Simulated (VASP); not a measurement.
# CaO (sol2) (I4/mmm) in VASP: a series of runs

CaO (sol2) is run at these levels: PBEsol; tasks: relaxation of the atoms.

Everything below comes from runs of VASP 6.6.1. Logs are shortened: lines on timing, memory, paths and dates and some standing lists are left out, and cuts for length are marked.

### Step 1. The cell of the first run

The structure is tetragonal, space group I4/mmm (No. 139). Conventional cell: a = 3.404 Å, b = 3.404 Å, c = 4.745 Å, α = 90.00°, β = 90.00°, γ = 90.00°. Ca (site symmetry 4/mmm) has 6 O at 2.37 to 2.41 Å within 3.1 Å. Within 3.1 Å of O (site symmetry 4/mmm) lie 6 Ca at 2.37 to 2.41 Å.

### Step 2. Relaxation of the atoms, PBEsol (strained cell)

Input file INCAR:

```
SYSTEM = CaO
ALGO = Normal ; EDIFF = 1E-7
EDIFFG = -0.002 ; ENCUT = 520
GGA = PS ; GGA_COMPAT = .FALSE.
IBRION = 2 ; ISIF = 2
ISMEAR = 0 ; LASPH = .TRUE.
LCHARG = .FALSE. ; LREAL = .FALSE.
LWAVE = .FALSE. ; NELM = 120
NELMIN = 4 ; NSW = 60
PREC = Accurate ; SIGMA = 0.02
```

Input file KPOINTS:

```
k-points
0
G
  8 8 8
  0 0 0
```

Input file POSCAR:

```
CaO
1.0
    0.0000000000      2.4071923048      2.3724992354
    2.4071923048      0.0000000000      2.3724992354
    2.4071923048      2.4071923048      0.0000000000
Ca O
1 1
Direct
    0.0000000000      0.0000000000      0.0000000000
    0.5000000000      0.5000000000      0.5000000000
```

Potentials or basis: VASP PAW PBE potentials, release 64 (Ca_sv, O).

On the command line:

```
cat potpaw_PBE.64/Ca_sv/POTCAR potpaw_PBE.64/O/POTCAR > POTCAR
mpirun -np 1 vasp_std > vasp.out
```

OUTCAR:

```text
SYSTEM = CaO
   EDIFF = 1E-7
   EDIFFG = -0.002
   ENCUT = 520
   GGA = PS
   IBRION = 2
   ISIF = 2
   ISMEAR = 0
   LASPH = .TRUE.
   LREAL = .FALSE.
   NELM = 120
   NELMIN = 4
   NSW = 60
   PREC = Accurate

 ion  position               nearest neighbor table
   1  0.000  0.000  0.000-   2 2.37   2 2.37   2 2.41   2 2.41   2 2.41   2 2.41
   2  0.500  0.500  0.500-   1 2.37   1 2.37   1 2.41   1 2.41   1 2.41   1 2.41

  LATTYP: Found a body centered tetragonal cell.
 ALAT       =     3.4042840047
 C/A-ratio  =     1.3938315558

  Lattice vectors:

 A1 = (   0.0000000000,  -2.4071923048,  -2.3724992354)
 A2 = (   0.0000000000,   2.4071923048,  -2.3724992354)
 A3 = (   2.4071923048,   0.0000000000,   2.3724992354)

Analysis of symmetry for initial positions (statically):
=====================================================================
 Subroutine PRICEL returns:
 Original cell was already a primitive cell.

 Routine SETGRP: Setting up the symmetry group for a
 body centered tetragonal supercell.

 Subroutine GETGRP returns: Found 16 space group operations
 (whereof 16 operations were pure point group operations)
 out of a pool of 16 trial point group operations.

The static configuration has the point symmetry D_4h.

Analysis of symmetry for dynamics (positions and initial velocities):
=====================================================================
 Subroutine PRICEL returns:
 Original cell was already a primitive cell.

 Routine SETGRP: Setting up the symmetry group for a
 body centered tetragonal supercell.

 Subroutine GETGRP returns: Found 16 space group operations
 (whereof 16 operations were pure point group operations)
 out of a pool of 16 trial point group operations.

The dynamic configuration has the point symmetry D_4h.

 Subroutine INISYM returns: Found 16 space group operations
 (whereof 16 operations are pure point group operations),
 and found     1 'primitive' translations

----------------------------------------------------------------------------------------

                                     Primitive cell

  volume of cell :      27.4952

  direct lattice vectors                    reciprocal lattice vectors
     0.000000000  2.407192305  2.372499235    -0.207710867  0.207710867  0.210748224
     2.407192305  0.000000000  2.372499235     0.207710867 -0.207710867  0.210748224
     2.407192305  2.407192305  0.000000000     0.207710867  0.207710867 -0.210748224

  length of vectors
     3.379841330  3.379841330  3.404284005     0.361527900  0.361527900  0.361527900

  position of ions in fractional coordinates (direct lattice)
     0.000000000  0.000000000  0.000000000
     0.500000000  0.500000000  0.500000000

  ion indices of the primitive-cell ions
   primitive index   ion index
                 1           1
                 2           2

----------------------------------------------------------------------------------------

 KPOINTS: k-points

Automatic generation of k-mesh.
 Grid dimensions read from file:
 generate k-points for:    8    8    8

 Generating k-lattice:

  Cartesian coordinates                     Fractional coordinates (reciprocal lattice)
    -0.025963858  0.025963858  0.026343528     0.125000000  0.000000000  0.000000000
     0.025963858 -0.025963858  0.026343528     0.000000000  0.125000000  0.000000000
     0.025963858  0.025963858 -0.026343528     0.000000000  0.000000000  0.125000000

  Length of vectors
     0.045190987  0.045190987  0.045190987

  Shift w.r.t. Gamma in fractional coordinates (k-lattice)
     0.000000000  0.000000000  0.000000000

 Subroutine IBZKPT returns following result:
 ===========================================

 Found     59 irreducible k-points:

 Following reciprocal coordinates:
            Coordinates               Weight
  0.000000  0.000000  0.000000      1.000000
  0.125000 -0.000000  0.000000      8.000000
  0.250000 -0.000000  0.000000      8.000000
  0.375000 -0.000000  0.000000      8.000000
  0.500000 -0.000000  0.000000      4.000000
  0.125000  0.125000  0.000000      2.000000
[... 16 lines left out ...]
  0.250000 -0.000000  0.125000     16.000000
  0.375000 -0.000000  0.125000     16.000000
 [... further k-points ...]
   k-points           NKPTS =     59   k-points in BZ     NKDIM =     59   number of bands    NBANDS=     12
   number of dos      NEDOS =    301   number of ions     NIONS =      2
   total plane-waves  NPLWV =  21952
   dimension x,y,z NGX =    28 NGY =   28 NGZ =   28
   dimension x,y,z NGXF=    56 NGYF=   56 NGZF=   56
   ions per type =               1   1
   NGX,Y,Z   is equivalent  to a cutoff of  13.77, 13.77, 13.67 a.u.
   NGXF,Y,Z  is equivalent  to a cutoff of  27.54, 27.54, 27.35 a.u.
 SYSTEM =  CaO
   PREC   = accura    normal or accurate (medium, high low for compatibility)
   ISTART =      0    job   : 0-new  1-cont  2-samecut
   ICHARG =      2    charge: 1-file 2-atom 10-const
   ISPIN  =      1    spin polarized calculation?
   LNONCOLLINEAR =      F non collinear calculations
   LSORBIT =      F    spin-orbit coupling
   LASPH  =      T    aspherical Exc in radial PAW
   ENCUT  =  520.0 eV  38.22 Ry    6.18 a.u.   6.28  6.28  6.33*2*pi/ulx,y,z
   NELM   =    120;   NELMIN=  4; NELMDL= -5     # of ELM steps
   EDIFF  = 0.1E-06   stopping-criterion for ELM
   LREAL  =      F    real-space projection
   EDIFFG = -.2E-02   stopping-criterion for IOM
   NSW    =     60    number of steps for IOM
   IBRION =      2    ionic relax: 0-MD 1-quasi-New 2-CG
   NFREE  =      1    steps in history (QN), initial steepest desc. (CG)
   ISIF   =      2    stress and relaxation
   ISYM   =      2    0-nonsym 1-usesym 2-fastsym
   POTIM  = 0.5000    time-step for ionic-motion
   TEBEG  =    0.0;   TEEND  =   0.0 temperature during run
   PSTRESS=    0.0 pullay stress
   NELECT =      16.0000    total number of electrons
   NUPDOWN=      -1.0000    fix difference up-down
   EMIN   =  10.00;   EMAX   =-10.00  energy-range for DOS
   EFERMI =   0.00;   METHOD = LEGACY
   ISMEAR =     0;   SIGMA  =   0.02  broadening in eV -4-tet -1-fermi 0-gaus
   EFERMI_NEDOS =   21; number of points for ismear=-14 and -15
   IALGO  =     38    algorithm
   IMIX   =      4    mixing-type and parameters
     AMIX     =   0.40;   BMIX     =  1.00
     AMIX_MAG =   1.60;   BMIX_MAG =  1.00
  volume/ion in A,a.u.               =      13.75        92.77
  Fermi-wavevector in a.u.,A,eV,Ry     =   1.366771  2.582822 25.416522  1.868062
  Thomas-Fermi vector in A             =   2.492882
   LORBIT       =      0    0 simple, 1 ext, 2 COOP (PROOUT), +10 PAW based schemes
   GGA     = PS    functional components
   LHFCALC =     F    Hartree Fock is set to
   AEXX    =    0.0000 exact exchange contribution
   IVDW    =     0    specifies the selected vdW correction
   LEPSILON=     F    determine dielectric tensor
   LRPA    =     F    only Hartree local field effects (RPA)
 conjugate gradient relaxation of ions
 non-spin polarized calculation
 Gauss-broadening in eV      SIGMA  =   0.02
  energy-cutoff  :      520.00
  volume of cell :       27.50
 maximum number of plane-waves:       752
 NGX is ok and might be reduce to    28
   NGX = 13   NGY = 13   NGZ = 13

 number of electron      15.9999997 magnetization

 Free energy of the ion-electron system (eV)
  ---------------------------------------------------
  ext. energy  EPLUGINS =         0.00000000
  ---------------------------------------------------
  free energy    TOTEN  =       -13.40872533 eV

  energy without entropy =      -13.40872533  energy(sigma->0) =      -13.40872533

 E-fermi :   2.4357     XC(G=0): -10.7830

 val. band max:        2.2744224211   @ k =   0.0000   0.0000   0.0000
 cond. band min:       5.7477377281   @ k =   0.5000   0.5000   0.0000
 fundamental gap:      3.4733153070
 Fermi energy:         2.4356991025

 k-point     1 :       0.0000    0.0000    0.0000
  band No.  band energies     occupation
      1     -35.0975      2.00000
      2     -15.9343      2.00000
      3     -15.9343      2.00000
      4     -15.9261      2.00000
      5     -13.2147      2.00000
      6       2.2357      2.00000
      7       2.2357      2.00000
      8       2.2744      2.00000
      9       6.8820      0.00000
     10       8.4317      0.00000
     11       8.4317      0.00000
     12       8.5338      0.00000

 k-point     2 :       0.1250   -0.0000    0.0000
  band No.  band energies     occupation
      1     -35.0813      2.00000
      2     -16.1652      2.00000
      3     -15.9439      2.00000
      4     -15.9362      2.00000
      5     -12.9707      2.00000
      6       1.6944      2.00000
      7       2.0198      2.00000
      8       2.0420      2.00000
      9       7.5763      0.00000
     10       8.4149      0.00000
     11       8.7103      0.00000
     12       8.7703      0.00000

 k-point     3 :       0.2500   -0.0000    0.0000
  band No.  band energies     occupation
      1     -35.0420      2.00000
      2     -16.6221      2.00000
      3     -15.9671      2.00000
      4     -15.9536      2.00000
      5     -12.4869      2.00000
      6       0.6656      2.00000
      7       1.5592      2.00000
      8       1.5711      2.00000
      9       8.4705      0.00000
     10       9.0535      0.00000
     11       9.4416      0.00000
     12       9.4702      0.00000
[... 286 lines left out ...]
 k-point    23 :       0.2500   -0.0000    0.1250
  band No.  band energies     occupation
      1     -35.0452      2.00000
      2     -16.4805      2.00000
      3     -15.9985      2.00000
      4     -15.9851      2.00000
      5     -12.6295      2.00000
      6       0.7367      2.00000
      7       1.7603      2.00000
      8       1.8739      2.00000
      9       7.7022      0.00000
     10       8.6665      0.00000
     11       9.6410      0.00000
     12       9.7606      0.00000

 k-point    24 :       0.3750   -0.0000    0.1250
  band No.  band energies     occupation
      1     -35.0057      2.00000
      2     -16.8342      2.00000
      3     -16.0243      2.00000
      4     -16.0128      2.00000
      5     -12.2782      2.00000
      6       0.1512      2.00000
      7       1.2447      2.00000
      8       1.4509      2.00000
      9       8.1155      0.00000
     10       9.7885      0.00000
     11      10.4448      0.00000
     12      10.5169      0.00000

 [... further k-points ...]
[... 5 lines left out ...]
  --------------------------------------------------------------------------------------
  -------------------------------------------------------------------------------------
  Total       -0.3129754     -0.3129754      0.1009231      0.0000000      0.0000000      0.0000000
  in kB      -18.2374071    -18.2374071      5.8808946      0.0000000      0.0000000      0.0000000
  external PRESSURE =     -10.1979732 kB  Pullay stress =       0.0000000 kB

 VOLUME and BASIS-vectors are now :
 -----------------------------------------------------------------------------
  energy-cutoff  :      520.00
  volume of cell :       27.50
      direct lattice vectors                 reciprocal lattice vectors
     0.000000000  2.407192305  2.372499235    -0.207710867  0.207710867  0.210748224
     2.407192305  0.000000000  2.372499235     0.207710867 -0.207710867  0.210748224
     2.407192305  2.407192305  0.000000000     0.207710867  0.207710867 -0.210748224

 POSITION                                       TOTAL-FORCE (eV/Angst)
 -----------------------------------------------------------------------------------
      0.00000      0.00000      0.00000         0.000000     -0.000000      0.000000
      2.40719      2.40719      2.37250        -0.000000      0.000000      0.000000
 -----------------------------------------------------------------------------------
    total drift:                                0.000000      0.000000      0.000000

  FREE ENERGIE OF THE ION-ELECTRON SYSTEM (eV)
  ---------------------------------------------------
  free  energy   TOTEN  =       -13.4087253291 eV

  energy  without entropy=      -13.4087253291  energy(sigma->0) =      -13.40872533

 reached required accuracy - stopping structural energy minimisation
```

Wall time 32 s (1 thread of AMD EPYC 7R43 (Zen 3), shared host); peak memory 0.13 GiB.

What came out:

| Item | Value |
| --- | --- |
| Free energy | -13.4087 eV |
| Pressure after relaxing | -1.0 GPa |
| Band gap on the k mesh | 3.47 eV, indirect (least direct gap 3.89 eV) |

Stress tensor (GPa, compression positive):
```
-1.82  0.00  0.00
 0.00 -1.82  0.00
 0.00  0.00  0.59
```

Final structure:
```cif
data_structure
_symmetry_space_group_name_H-M 'P 1'
_symmetry_Int_Tables_number 1
_cell_length_a 3.3798
_cell_length_b 3.3798
_cell_length_c 3.4043
_cell_angle_alpha 59.760
_cell_angle_beta 59.760
_cell_angle_gamma 60.479
_cell_volume 27.50
loop_
_atom_site_label
_atom_site_type_symbol
_atom_site_fract_x
_atom_site_fract_y
_atom_site_fract_z
_atom_site_occupancy
Ca1 Ca 0.00000 0.00000 0.00000 1
O1 O 0.50000 0.50000 0.50000 1
```

Caveat: the cell differs from its parent crystal (strained cell); the relaxation stopped at its first step, so nothing moved; the PAW data sets were made with another functional, which shifts forces and pressure a little.

### Step 3. Relaxation of the atoms, PBEsol (strained cell)

Input file INCAR:

```
SYSTEM = CaO
  ALGO = Normal
  EDIFF = 1E-7
  EDIFFG = -0.002
  ENCUT = 520
  GGA = PS
  GGA_COMPAT = .FALSE.
  IBRION = 2
  ISIF = 2
  ISMEAR = 0
  LASPH = .TRUE.
  LCHARG = .FALSE.
  LREAL = .FALSE.
  LWAVE = .FALSE.
  NELM = 120
  NELMIN = 4
  NSW = 60
  PREC = Accurate
  SIGMA = 0.02
```

KPOINTS is that of step 2.

Input file POSCAR:

```
CaO
1.0
    0.0000000000      2.4071923048      2.3712382592
    2.4071923048      0.0000000000      2.3712382592
    2.4071923048      2.4071923048      0.0000000000
Ca O
1 1
Direct
    0.0000000000      0.0000000000      0.0000000000
    0.5000000000      0.5000000000      0.5000000000
```

Potentials or basis: VASP PAW PBE potentials, release 64 (Ca_sv, O).

On the command line:

```
cat potpaw_PBE.64/Ca_sv/POTCAR potpaw_PBE.64/O/POTCAR > POTCAR
mpirun -np 1 vasp_std > vasp.out
```

It took 40 s on 1 thread of AMD EPYC 7R43 (Zen 3), shared host; peak memory 0.13 GiB.

The run converged. Its results:

```yaml
Free_energy: -13.4086 eV
Pressure_after_relaxing: -1.0 GPa
Band_gap_on_the_k_mesh: 3.47 eV, indirect (least direct gap 3.89 eV)
```

Stress tensor (GPa, compression positive):
```
-1.79  0.00  0.00
 0.00 -1.79  0.00
 0.00  0.00  0.72
```

Final structure:
```
Ca O
1.0
     0.00000    2.40719    2.37124
     2.40719    0.00000    2.37124
     2.40719    2.40719    0.00000
Ca O
1 1
Direct
  0.00000 0.00000 0.00000
  0.50000 0.50000 0.50000
```

Levels at points of the mesh, in eV from the valence-band top:
```csv
k point,band 4,band 5,band 6,band 7,band 8,band 9,band 10,band 11,band 12
"(0.00, 0.00, 0.00)",-18.20,-15.49,-0.04,-0.04,0.00,4.61,6.16,6.16,6.26
"(0.50, 0.00, 0.00)",-18.25,-14.20,-2.75,-1.27,-1.27,7.04,8.38,8.40,8.41
"(0.50, 0.50, 0.00)",-18.46,-15.25,-1.28,-0.43,-0.43,3.47,8.11,8.96,9.64
"(0.50, 0.00, 0.50)",-18.44,-15.25,-1.37,-0.41,-0.37,3.52,8.08,8.97,9.58
```

Caveat: the cell differs from its parent crystal (strained cell); the relaxation stopped at its first step, so nothing moved; the PAW data sets were made with another functional, which shifts forces and pressure a little. A k mesh can miss the band edges.
